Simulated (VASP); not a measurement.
# Te in VASP: a series of runs

Runs on Te. Level: r2SCAN. Tasks: single point.

All numbers are computed with VASP 6.6.1; they aren't measurements. Logs are shortened: lines on timing, memory, paths and dates and some standing lists are left out, and cuts for length are marked.

### 1 The cell of the first run

The structure is trigonal, space group P3_121 (No. 152). The conventional cell has a = 4.471 Å, b = 4.471 Å, c = 5.788 Å, α = 90.00°, β = 90.00°, γ = 120.00°. Within 3.7 Å of Te (site symmetry 2) lie 6 Te at 2.85 to 3.45 Å.

### 2 Single point, r2SCAN (uniaxial z strain -2.7%)

POSCAR

```
Te
1.0
    4.4712577270      0.0000000000      0.0000000000
   -2.2356288635      3.8722227785      0.0000000000
    0.0000000000      0.0000000000      5.7875359771
Te
3
Direct
    0.2700842828      0.0000000000      0.3333333333
    0.0000000000      0.2700842828      0.6666666667
    0.7299157172      0.7299157172      0.0000000000
```

INCAR.step1

```
SYSTEM = Te
PREC = Accurate
ENCUT = 520
ISMEAR = 0
SIGMA = 0.01
LREAL = .FALSE.
LASPH = .TRUE.
NELM = 80
NBANDS = 16
GGA = PE
ALGO = Normal
EDIFF = 1E-4
LWAVE = .TRUE.
LCHARG = .FALSE.
```

INCAR.step2

```
SYSTEM = Te
PREC = Accurate
ENCUT = 520
EDIFF = 1E-7
ISMEAR = 0
SIGMA = 0.01
LREAL = .FALSE.
LASPH = .TRUE.
NELM = 80
ALGO = Normal
ISIF = 2
LWAVE = .FALSE.
LCHARG = .TRUE.
METAGGA = R2SCAN
LMIXTAU = .TRUE.
LELF = .TRUE.
LVHAR = .TRUE.
NBANDS = 16
ISTART = 1
```

KPOINTS

```
Automatic mesh
0
G
  6 6 4
  0 0 0
```

Potentials or basis: VASP PAW PBE potentials, release 64 (Te).

Command:

```bash
$ cat potpaw_PBE.64/Te/POTCAR > POTCAR
$ cp INCAR.step1 INCAR
$ mpirun -np 1 vasp_std > vasp.out
$ cp INCAR.step2 INCAR
$ mpirun -np 1 vasp_std > vasp.out
```

OUTCAR:

```text
SYSTEM = Te
   PREC = Accurate
   ENCUT = 520
   EDIFF = 1E-7
   ISMEAR = 0
   LREAL = .FALSE.
   LASPH = .TRUE.
   NELM = 80
   ISIF = 2
   METAGGA = R2SCAN
   ISTART = 1

 ion  position               nearest neighbor table
   1  0.270  0.000  0.333-   3 2.85   2 2.85   3 3.45   3 3.45   2 3.45   2 3.45
   2  0.000  0.270  0.667-   3 2.85   1 2.85   3 3.45   3 3.45   1 3.45   1 3.45
   3  0.730  0.730  0.000-   1 2.85   2 2.85   1 3.45   2 3.45   2 3.45   1 3.45

  LATTYP: Found a hexagonal cell.
 ALAT       =     4.4712577270
 C/A-ratio  =     1.2943865754

  Lattice vectors:

 A1 = (   4.4712577270,   0.0000000000,   0.0000000000)
 A2 = (  -2.2356288635,   3.8722227785,   0.0000000000)
 A3 = (   0.0000000000,   0.0000000000,   5.7875359771)

Analysis of symmetry for initial positions (statically):
=====================================================================
 Subroutine PRICEL returns:
 Original cell was already a primitive cell.

 Routine SETGRP: Setting up the symmetry group for a
 hexagonal supercell.

 Subroutine GETGRP returns: Found  6 space group operations
 (whereof  2 operations were pure point group operations)
 out of a pool of 24 trial point group operations.

The static configuration has the point symmetry C_2 .
 The point group associated with its full space group is D_3 .

Analysis of symmetry for dynamics (positions and initial velocities):
=====================================================================
 Subroutine PRICEL returns:
 Original cell was already a primitive cell.

 Routine SETGRP: Setting up the symmetry group for a
 hexagonal supercell.

 Subroutine GETGRP returns: Found  6 space group operations
 (whereof  2 operations were pure point group operations)
 out of a pool of 24 trial point group operations.

The dynamic configuration has the point symmetry C_2 .
 The point group associated with its full space group is D_3 .

 Subroutine INISYM returns: Found  6 space group operations
 (whereof  2 operations are pure point group operations),
 and found     1 'primitive' translations

----------------------------------------------------------------------------------------

                                     Primitive cell

  volume of cell :     100.2037

  direct lattice vectors                    reciprocal lattice vectors
     4.471257727  0.000000000  0.000000000     0.223650718  0.129124802  0.000000000
    -2.235628864  3.872222778  0.000000000     0.000000000  0.258249604  0.000000000
     0.000000000  0.000000000  5.787535977     0.000000000  0.000000000  0.172785103

  length of vectors
     4.471257727  4.471257727  5.787535977     0.258249604  0.258249604  0.172785103

  position of ions in fractional coordinates (direct lattice)
     0.270084283  0.000000000  0.333333333
     0.000000000  0.270084283  0.666666667
     0.729915717  0.729915717  0.000000000

  ion indices of the primitive-cell ions
   primitive index   ion index
                 1           1
                 2           2
                 3           3

----------------------------------------------------------------------------------------

 KPOINTS: Automatic mesh

Automatic generation of k-mesh.
 Grid dimensions read from file:
 generate k-points for:    6    6    4

 Generating k-lattice:

  Cartesian coordinates                     Fractional coordinates (reciprocal lattice)
     0.037275120  0.021520800  0.000000000     0.166666667  0.000000000  0.000000000
     0.000000000  0.043041601  0.000000000     0.000000000  0.166666667  0.000000000
     0.000000000  0.000000000  0.043196276     0.000000000  0.000000000  0.250000000

  Length of vectors
     0.043041601  0.043041601  0.043196276

  Shift w.r.t. Gamma in fractional coordinates (k-lattice)
     0.000000000  0.000000000  0.000000000

 Subroutine IBZKPT returns following result:
 ===========================================

 Found     24 irreducible k-points:

 Following reciprocal coordinates:
            Coordinates               Weight
  0.000000  0.000000  0.000000      1.000000
  0.166667  0.000000  0.000000      6.000000
  0.333333 -0.000000  0.000000      6.000000
  0.500000 -0.000000  0.000000      3.000000
  0.166667  0.166667  0.000000      6.000000
  0.333333  0.166667  0.000000     12.000000
[... 16 lines left out ...]
  0.333333  0.166667  0.500000     12.000000
  0.333333  0.333333  0.500000      2.000000
   k-points           NKPTS =     24   k-points in BZ     NKDIM =     24   number of bands    NBANDS=     16
   number of dos      NEDOS =    301   number of ions     NIONS =      3
   total plane-waves  NPLWV =  62208
   dimension x,y,z NGX =    36 NGY =   36 NGZ =   48
   dimension x,y,z NGXF=    72 NGYF=   72 NGZF=   96
   ions per type =               3
   NGX,Y,Z   is equivalent  to a cutoff of  13.39, 13.39, 13.79 a.u.
   NGXF,Y,Z  is equivalent  to a cutoff of  26.77, 26.77, 27.58 a.u.
 SYSTEM =  Te
   PREC   = accura    normal or accurate (medium, high low for compatibility)
   ISTART =      1    job   : 0-new  1-cont  2-samecut
   ICHARG =      0    charge: 1-file 2-atom 10-const
   ISPIN  =      1    spin polarized calculation?
   LNONCOLLINEAR =      F non collinear calculations
   LSORBIT =      F    spin-orbit coupling
   LASPH  =      T    aspherical Exc in radial PAW
   ENCUT  =  520.0 eV  38.22 Ry    6.18 a.u.   8.31  8.31 10.76*2*pi/ulx,y,z
   NELM   =     80;   NELMIN=  2; NELMDL=  0     # of ELM steps
   EDIFF  = 0.1E-06   stopping-criterion for ELM
   LREAL  =      F    real-space projection
   EDIFFG = 0.1E-05   stopping-criterion for IOM
   NSW    =      0    number of steps for IOM
   IBRION =     -1    ionic relax: 0-MD 1-quasi-New 2-CG
   NFREE  =      0    steps in history (QN), initial steepest desc. (CG)
   ISIF   =      2    stress and relaxation
   ISYM   =      2    0-nonsym 1-usesym 2-fastsym
   POTIM  = 0.5000    time-step for ionic-motion
   TEBEG  =    0.0;   TEEND  =   0.0 temperature during run
   PSTRESS=    0.0 pullay stress
   NELECT =      18.0000    total number of electrons
   NUPDOWN=      -1.0000    fix difference up-down
   EMIN   =  10.00;   EMAX   =-10.00  energy-range for DOS
   EFERMI =   0.00;   METHOD = LEGACY
   ISMEAR =     0;   SIGMA  =   0.01  broadening in eV -4-tet -1-fermi 0-gaus
   EFERMI_NEDOS =   21; number of points for ismear=-14 and -15
   IALGO  =     38    algorithm
   IMIX   =      4    mixing-type and parameters
     AMIX     =   0.40;   BMIX     =  1.00
     AMIX_MAG =   1.60;   BMIX_MAG =  1.00
  volume/ion in A,a.u.               =      33.40       225.40
  Fermi-wavevector in a.u.,A,eV,Ry     =   0.923714  1.745567 11.609150  0.853248
  Thomas-Fermi vector in A             =   2.049381
   LORBIT       =      0    0 simple, 1 ext, 2 COOP (PROOUT), +10 PAW based schemes
   METAGGA = R2SCAN    functional components
   LHFCALC =     F    Hartree Fock is set to
   AEXX    =    0.0000 exact exchange contribution
   IVDW    =     0    specifies the selected vdW correction
   LEPSILON=     F    determine dielectric tensor
   LRPA    =     F    only Hartree local field effects (RPA)
 non-spin polarized calculation
 Gauss-broadening in eV      SIGMA  =   0.01
  energy-cutoff  :      520.00
  volume of cell :      100.20
 maximum number of plane-waves:      2728
 NGX is ok and might be reduce to    36
   NGX = 17   NGY = 17   NGZ = 21

 number of electron      18.0000001 magnetization

 Free energy of the ion-electron system (eV)
  ---------------------------------------------------
  ext. energy  EPLUGINS =         0.00000000
  ---------------------------------------------------
  free energy    TOTEN  =       -76.19747429 eV

  energy without entropy =      -76.19747429  energy(sigma->0) =      -76.19747429

 E-fermi :   6.1776     XC(G=0):  -9.5673

 val. band max:        6.0666710090   @ k =   0.3333   0.3333   0.5000
 cond. band min:       6.5255901462   @ k =   0.0000   0.0000   0.5000
 fundamental gap:      0.4589191372
 Fermi energy:         6.1775713830

 k-point     1 :       0.0000    0.0000    0.0000
  band No.  band energies     occupation
      1      -8.3076      2.00000
      2      -4.6354      2.00000
      3      -4.6354      2.00000
      4       2.5956      2.00000
      5       3.0692      2.00000
      6       3.0692      2.00000
[... 8 lines left out ...]
     15      12.6637      0.00000
     16      12.6852      0.00000

 k-point     2 :       0.1667    0.0000    0.0000
  band No.  band energies     occupation
      1      -8.1103      2.00000
      2      -4.7215      2.00000
      3      -4.5849      2.00000
      4       1.5799      2.00000
      5       2.3170      2.00000
      6       2.5770      2.00000
[... 8 lines left out ...]
     15      12.5057      0.00000
     16      13.0010      0.00000

 k-point     3 :       0.3333   -0.0000    0.0000
  band No.  band energies     occupation
      1      -7.5908      2.00000
      2      -5.1189      2.00000
      3      -4.4685      2.00000
      4       0.8726      2.00000
      5       1.5606      2.00000
      6       2.0642      2.00000
[... 8 lines left out ...]
     15      13.3942      0.00000
     16      14.5039      0.00000

 k-point     4 :       0.5000   -0.0000    0.0000
  band No.  band energies     occupation
      1      -7.1844      2.00000
      2      -5.5199      2.00000
      3      -4.4026      2.00000
      4       0.8890      2.00000
      5       1.3228      2.00000
      6       2.1002      2.00000
[... 8 lines left out ...]
     15      15.0205      0.00000
     16      15.2791      0.00000

 k-point     5 :       0.1667    0.1667    0.0000
  band No.  band energies     occupation
      1      -7.7473      2.00000
      2      -4.8945      2.00000
      3      -4.5926      2.00000
      4       1.0863      2.00000
      5       1.3178      2.00000
      6       2.7594      2.00000
[... 8 lines left out ...]
     15      13.2560      0.00000
     16      14.0672      0.00000

 k-point     6 :       0.3333    0.1667    0.0000
  band No.  band energies     occupation
      1      -7.2183      2.00000
      2      -5.2947      2.00000
      3      -4.6381      2.00000
      4       0.9896      2.00000
      5       1.2145      2.00000
      6       2.3215      2.00000
[... 8 lines left out ...]
     15      14.2402      0.00000
     16      14.7773      0.00000
[... 267 lines left out ...]
 k-point    21 :       0.5000   -0.0000    0.5000
  band No.  band energies     occupation
      1      -6.6533      2.00000
      2      -6.2446      2.00000
      3      -4.3450      2.00000
      4      -0.0433      2.00000
      5       2.0805      2.00000
      6       2.1386      2.00000
[... 8 lines left out ...]
     15      14.5059      0.00000
     16      14.9480      0.00000

 k-point    22 :       0.1667    0.1667    0.5000
  band No.  band energies     occupation
      1      -6.9140      2.00000
      2      -6.8085      2.00000
      3      -3.4479      2.00000
      4       1.1138      2.00000
      5       1.8756      2.00000
      6       2.0208      2.00000
[... 8 lines left out ...]
     15      13.0751      0.00000
     16      13.2927      0.00000

 k-point    23 :       0.3333    0.1667    0.5000
  band No.  band energies     occupation
      1      -6.5961      2.00000
      2      -6.3496      2.00000
      3      -4.2351      2.00000
      4       0.2672      2.00000
      5       1.2580      2.00000
      6       1.4317      2.00000
[... 8 lines left out ...]
     15      13.1992      0.00000
     16      14.0179      0.00000

 k-point    24 :       0.3333    0.3333    0.5000
  band No.  band energies     occupation
      1      -6.3245      2.00000
      2      -6.3245      2.00000
      3      -4.4548      2.00000
      4       0.4843      2.00000
      5       0.6457      2.00000
      6       0.6457      2.00000
[... 8 lines left out ...]
     15      12.9289      0.00000
     16      13.4359      0.00000

------------------------ aborting loop because EDIFF is reached ----------------------------------------

  FORCE on cell =-STRESS in cart. coord.  units (eV):
  Direction    XX          YY          ZZ          XY          YZ          ZX
  --------------------------------------------------------------------------------------
  -------------------------------------------------------------------------------------
  Total        1.0447226      1.0447226      1.7777044      0.0000000      0.0000000     -0.0000000
  in kB       16.7042825     16.7042825     28.4240781      0.0000000      0.0000000     -0.0000000
  external PRESSURE =      20.6108810 kB  Pullay stress =       0.0000000 kB

 VOLUME and BASIS-vectors are now :
 -----------------------------------------------------------------------------
  energy-cutoff  :      520.00
  volume of cell :      100.20
      direct lattice vectors                 reciprocal lattice vectors
     4.471257727  0.000000000  0.000000000     0.223650718  0.129124802  0.000000000
    -2.235628864  3.872222778  0.000000000     0.000000000  0.258249604  0.000000000
     0.000000000  0.000000000  5.787535977     0.000000000  0.000000000  0.172785103

 POSITION                                       TOTAL-FORCE (eV/Angst)
 -----------------------------------------------------------------------------------
      1.20762      0.00000      1.92918         0.002242     -0.000000      0.000000
     -0.60381      1.04583      3.85836        -0.001121      0.001942     -0.000000
      1.63182      2.82640      0.00000        -0.001121     -0.001942     -0.000000
 -----------------------------------------------------------------------------------
    total drift:                                0.000000      0.000000      0.000000

  FREE ENERGIE OF THE ION-ELECTRON SYSTEM (eV)
  ---------------------------------------------------
  free  energy   TOTEN  =       -76.1974742908 eV

  energy  without entropy=      -76.1974742908  energy(sigma->0) =      -76.19747429
```

It took 75 s on 1 thread of Intel Xeon 6975P-C (Granite Rapids), shared host; peak memory 0.26 GiB.

What came out:

| Quantity | Value |
| --- | --- |
| Free energy | -76.1975 eV |
| Pressure | 2.1 GPa |
| Band gap on the k mesh | 0.46 eV, indirect (least direct gap 0.48 eV) |

Forces in eV/Å, atoms in the order of the input:
```
Te   0.002  0.000  0.000
Te  -0.001  0.002  0.000
Te  -0.001 -0.002  0.000
```

Stress tensor (GPa, compression positive):
```
1.67 0.00 0.00
0.00 1.67 0.00
0.00 0.00 2.84
```

Caveat: the cell differs from its parent crystal (uniaxial z strain -2.7%); the PAW data sets were made with another functional, which shifts forces and pressure a little; spin-orbit coupling is left out, which moves the levels of the heavy elements. A k mesh can miss the band edges.

### 3 Single point, r2SCAN

This run uses another cell than the first one, of 34.33 Å³/atom, 1.028 times its volume.

POSCAR

```
Te
1.0
    4.4712577270      0.0000000000      0.0000000000
   -2.2356288635      3.8722227785      0.0000000000
    0.0000000000      0.0000000000      5.9487470213
Te
3
Direct
    0.2641920653      0.0000000000      0.3333333333
    0.0000000000      0.2641920653      0.6666666667
    0.7358079347      0.7358079347      0.0000000000
```

INCAR.step1

```
PREC = Accurate ; ENCUT = 520
ISMEAR = 0 ; SIGMA = 0.01
LREAL = F ; LASPH = T
NELM = 80 ; NBANDS = 16
GGA = PE ; ALGO = Normal
EDIFF = 1E-4 ; LWAVE = T
LCHARG = F
```

INCAR.step2

```
PREC = Accurate ; ENCUT = 520
EDIFF = 1E-7 ; ISMEAR = 0
SIGMA = 0.01 ; LREAL = F
LASPH = T ; NELM = 80
ALGO = Normal ; ISIF = 2
LWAVE = F ; LCHARG = F
METAGGA = R2SCAN ; LMIXTAU = T
NBANDS = 16 ; ISTART = 1
```

KPOINTS

```
Automatic mesh
0
Gamma
  6 6 4
```

Potentials or basis: VASP PAW PBE potentials, release 64 (Te).

Command:

```bash
$ cat potpaw_PBE.64/Te/POTCAR > POTCAR
$ cp INCAR.step1 INCAR
$ mpirun -np 1 vasp_std > vasp.out
$ cp INCAR.step2 INCAR
$ mpirun -np 1 vasp_std > vasp.out
```

Run time: 82 s. Hardware: 1 thread of Intel Xeon 6975P-C (Granite Rapids), shared host; peak memory 0.26 GiB.

The run converged. Its results:

```yaml
Free_energy: -76.2288 eV
Pressure: 0.9 GPa
Band_gap_on_the_k_mesh: 0.33 eV, direct
```

Stress tensor (GPa, compression positive):
```
0.92 0.00 0.00
0.00 0.92 0.00
0.00 0.00 0.77
```

Levels at points of the mesh, in eV from the valence-band top:
| k point | band 7 | band 8 | band 9 | band 10 | band 11 | band 12 |
| --- | --- | --- | --- | --- | --- | --- |
| (0.00, 0.00, 0.00) | -1.70 | -1.70 | -0.81 | 1.15 | 1.15 | 1.82 |
| (0.50, 0.00, 0.00) | -3.54 | -1.13 | -0.88 | 1.09 | 1.19 | 3.40 |
| (0.00, 0.00, 0.50) | -1.43 | -1.09 | -1.09 | 0.62 | 0.79 | 0.79 |
| (0.50, 0.00, 0.50) | -2.44 | -2.11 | -0.19 | 0.92 | 2.08 | 2.75 |

Caveat: the PAW data sets were made with another functional, which shifts forces and pressure a little; spin-orbit coupling is left out, which moves the levels of the heavy elements.

[end of part 1 of 2]
